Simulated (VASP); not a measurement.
Here is a VASP 6.6.1 calculation.

Contents of INCAR:

```
SYSTEM = P
PREC     = Accurate       ! precision mode
ENCUT    = 520            ! plane-wave cutoff, eV
EDIFF    = 1E-7           ! SCF threshold, eV
ISMEAR   = -1             ! smearing method
SIGMA    = 0.05           ! smearing width, eV
LREAL    = .FALSE.        ! projectors in reciprocal space
LASPH    = .TRUE.         ! aspherical terms in the spheres
NELM     = 100            ! most SCF steps
ALGO     = Normal         ! electronic algorithm
ISIF     = 2              ! what is computed and relaxed
LWAVE    = .FALSE.        ! write WAVECAR
LCHARG   = .FALSE.        ! write CHGCAR
GGA      = B5             ! functional
ALDAX    = 1.0          
AGGAX    = 1.0          
AGGAC    = 1.0          
ALDAC    = 0.0          
NBANDS   = 18             ! bands
```

The input KPOINTS:

```
regular mesh
0
G
  8 8 6
  0 0 0
```

POSCAR

```
P
1.0
    1.6477431241     -5.4650377251      0.0000000000
    1.6477431241      5.4650377251      0.0000000000
    0.0000000000      0.0000000000      4.5436355900
P
4
Direct
    0.9041431300      0.0958568700      0.5888151700
    0.0958568700      0.9041431300      0.4111848300
    0.5958568700      0.4041431300      0.0888151700
    0.4041431300      0.5958568700      0.9111848300
```

Potentials or basis: VASP PAW PBE potentials, release 64 (P).

Launch:

```bash
$ cat potpaw_PBE.64/P/POTCAR > POTCAR
$ mpirun -np 1 vasp_std > vasp.out
```

(1) Predict the largest force.

(2) What does it give for the band gap on the k mesh?

(3) Estimate the pressure.

## Answers

(1) 0.433 eV/Å.

(2) 0.21 eV, direct.

(3) 6.2 GPa.

Caveat: the PAW data sets were made with another functional, which shifts forces and pressure a little.
